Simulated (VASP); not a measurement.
A run of VASP 6.6.1 is set up as follows.

INCAR

```
SYSTEM = Ta3H
PREC = Accurate ; ENCUT = 520
EDIFF = 1E-6 ; ISMEAR = 0
SIGMA = 0.1 ; LREAL = .False.
LASPH = .True. ; NELM = 60
ALGO = Normal ; ISIF = 2
LWAVE = .False. ; LCHARG = .True.
LDIPOL = .True. ; IDIPOL = 3
DIPOL = 0.5 0.5 0.337 ; GGA = CA
LELF = .True. ; LVHAR = .True.
LVACPOTAV = .True. ; NBANDS = 44
```

File KPOINTS:

```
regular mesh
0
Gamma
  6 6 1
  0 0 0
```

POSCAR

```
Ta3H
1.0
    4.6002247492      0.0000000000      0.0000000000
   -2.3001123746      3.9839114959      0.0000000000
    0.0000000000      0.0000000000     22.4017722044
Ta H
6 2
Direct
    0.6666666667      0.3333333333      0.1785573018
    0.3333333333      0.6666666667      0.2204743848
    0.0000000000      0.0000000000      0.2623914678
    0.6666666667      0.3333333333      0.3016814391
    0.3333333333      0.6666666667      0.3385386112
    0.0000000000      0.0000000000      0.3750494438
    0.2334469093      0.6666666667      0.5089674201
    0.4332197574      0.6666666667      0.5089674201
```

Potentials or basis: VASP PAW LDA potentials, release 64 (Ta_pv, H).

Command:

```sh
$ cat potpaw_LDA.64/Ta_pv/POTCAR potpaw_LDA.64/H/POTCAR > POTCAR
$ mpirun -np 1 vasp_std > vasp.out
```

(1) What does it give for the largest force?

Results:

(1) 3.035 eV/Å.
